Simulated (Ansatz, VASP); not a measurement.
# Zr2Si3 in VASP and in Ansatz

Contents of INCAR:

```
PREC = Accurate ; ENCUT = 600
EDIFF = 1E-7 ; ISMEAR = 0
SIGMA = 0.1 ; LREAL = F
LASPH = T ; NELM = 80
ALGO = Normal ; ISIF = 3
LWAVE = F ; LCHARG = F
GGA = PE ; IBRION = 2
NSW = 90 ; EDIFFG = -0.04
```

The input KPOINTS:

```
Automatic mesh
0
Gamma
  6 6 4
```

POSCAR

```
Zr2Si3
1.0
    4.1276553900      0.0000000000      0.0000000000
   -2.0638277000      3.5746544300      0.0000000000
    0.0000000000      0.0000000000      5.0686112500
Zr Si
2 3
Direct
    0.6666666700      0.3333333300      0.5000000000
    0.3333333300      0.6666666700      0.0000000000
    0.0000000000      0.0000000000      0.7454000100
    0.0000000000      0.0000000000      0.2545999900
    0.6666666700      0.3333333300      0.0000000000
```

Input for Ansatz:

```yaml
crystal:
  lattice:
    - [4.12765539, 0.0, 0.0]
    - [-2.0638277, 3.57465443, 0.0]
    - [0.0, 0.0, 5.06861125]
  atoms:
    - { symbol: Zr, position: [0.66666667, 0.33333333, 0.5] }
    - { symbol: Zr, position: [0.33333333, 0.66666667, 0.0] }
    - { symbol: Si, position: [0.0, 0.0, 0.74540001] }
    - { symbol: Si, position: [0.0, 0.0, 0.25459999] }
    - { symbol: Si, position: [0.66666667, 0.33333333, 0.0] }
basis:
  ecutwfc: 420
kpoints:
  mp_grid: { grid: [6, 6, 4] }
hamiltonian:
  xc: pbe
scf:
  occupations: { method: gaussian, width: 0.1 }
  lower_state_search: "off"
output:
  forces: true
  stress: true
  eigenvalues: true
relax:
  adjacent_minimum: "off"
  f_tol: 0.04
  max_steps: 70
  cell: { stress_tol: 0.4 }
```

Change from the starting cell: species swapped into the Fe3Ge2 type (P-6m2, No. 187).

Alike in both runs: task relaxation of cell and atoms; functional PBE; k mesh 6 × 6 × 4; occupations gaussian, width 0.1 eV; no spin polarisation.

|  | VASP | Ansatz |
| --- | --- | --- |
| version | VASP 6.6.1 | Ansatz 0.2.0 |
| potentials or method | VASP PAW PBE potentials, release 64 (Zr_sv, Si), cutoff 600 eV | scalar-relativistic, plane waves, PAW |
| valence electrons in the cell | 36 | 36 |

|  | VASP | Ansatz | Ansatz less VASP |
| --- | --- | --- | --- |
| gap on the k mesh at the Fermi level, each at its own relaxed structure (eV) | none | none | - |
| relaxed volume (Å³/atom) | 18.38 | 18.38 | -0.006 |
| relaxed cell length with the largest relative difference (Å) | 5.245 | 5.257 | +0.0121 |

A gap of «none» marks a metal or a gap that the smearing closes.

Noted on VASP's run: the volume moved by over 15 % at a fixed basis, so the end points are rough.
